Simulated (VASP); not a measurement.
Li: single point with PBE

Crystal: Li.

```xyz
1
Lattice="-1.7547 1.7547 1.7547 1.7547 -1.7547 1.7547 1.7547 1.7547 -1.7547" Properties=species:S:1:pos:R:3 pbc="T T T"
Li    0.0000    0.0000    0.0000
```

```json
{"Program": "VASP 6.6.1", "Task": "single point", "Functional": "PBE", "Potentials or basis": "VASP PAW PBE potentials, release 64 (Li_sv)", "Cutoff": "750 eV", "k mesh": "4 × 4 × 4", "Occupations": "fermi-dirac, width 0.03 eV", "Spin": "no spin polarisation", "Dipole correction": "no", "Further INCAR settings": "ALGO = Normal; EDIFF = 1e-06; NBANDS = 8"}
```

```yaml
Pressure: -0.3 GPa
Band_gap_on_the_k_mesh: zero (an odd number of electrons rules out a gap without spin polarisation)
```

Levels at points of the mesh, in eV from the Fermi level:
```
           k point  band 1  band 2  band 3  band 4  band 5
(0.00, 0.00, 0.00)  -46.60   -3.45   13.98   13.98   13.98
(0.50, 0.00, 0.00)  -46.59    0.29    3.07    9.94   11.37
(0.50, 0.50, 0.50)  -46.58    5.33    5.33    5.33    7.53
```

Run time: 6.6 s on 1 thread of Intel Xeon 8259CL, with other jobs on the host, peak memory 0.14 GiB.

Caveat: the k points lie up to 0.63 Å⁻¹ apart, too coarse for converged energies and pressures of a metal.
